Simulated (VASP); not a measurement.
Write the native input for VASP 6.6.1 that does the following.

```yaml
Task: single point
Functional: PBE
Potentials_or_basis: VASP PAW PBE potentials, release 64 (Mo_sv, Ru_pv)
Cutoff: 520 eV
k_mesh: 18 × 18 × 6
Occupations: gaussian, width 0.1 eV
Spin: no spin polarisation
Dipole_correction: no
Further_INCAR_settings: ALGO = Fast; EDIFF = 1e-06; NBANDS = 36
```

The structure of Mo3Ru lies in POSCAR:

```
Mo3Ru
1.0
    2.7652365322      0.0000000000      0.0000000000
   -1.3826182661      2.3947650844      0.0000000000
    0.0000000000      0.0000000000      9.3318609499
Mo Ru
3 1
Direct
    0.3333333333      0.6666666667      0.5000000000
    0.6666666667      0.3333333333      0.2371550450
    0.6666666667      0.3333333333      0.7628449550
    0.3333333333      0.6666666667      0.0000000000
```

One way to write it, as run:

INCAR

```
PREC = Accurate
ENCUT = 520
EDIFF = 1E-6
ISMEAR = 0
SIGMA = 0.1
LREAL = F
LASPH = T
NELM = 100
ALGO = Fast
ISIF = 2
LWAVE = F
LCHARG = T
GGA = PE
LELF = T
LVHAR = T
NBANDS = 36
```

KPOINTS

```
regular mesh
0
Gamma
  18 18 6
```

Potentials or basis: VASP PAW PBE potentials, release 64 (Mo_sv, Ru_pv).

Run with:

```bash
$ cat potpaw_PBE.64/Mo_sv/POTCAR potpaw_PBE.64/Ru_pv/POTCAR > POTCAR
$ mpirun -np 1 vasp_std > vasp.out
```

It gave:

The pressure is 0.3 GPa and the band gap on the k mesh is zero (band 28 reaches 13.48 eV, above the bottom of band 29 at 11.30 eV).

Wall time 6.2 min on 1 thread of Intel(R) Xeon(R) Platinum 8259CL CPU @ 2.50GHz (Skylake/Cascade Lake), on a shared host, peak memory 0.39 GiB.
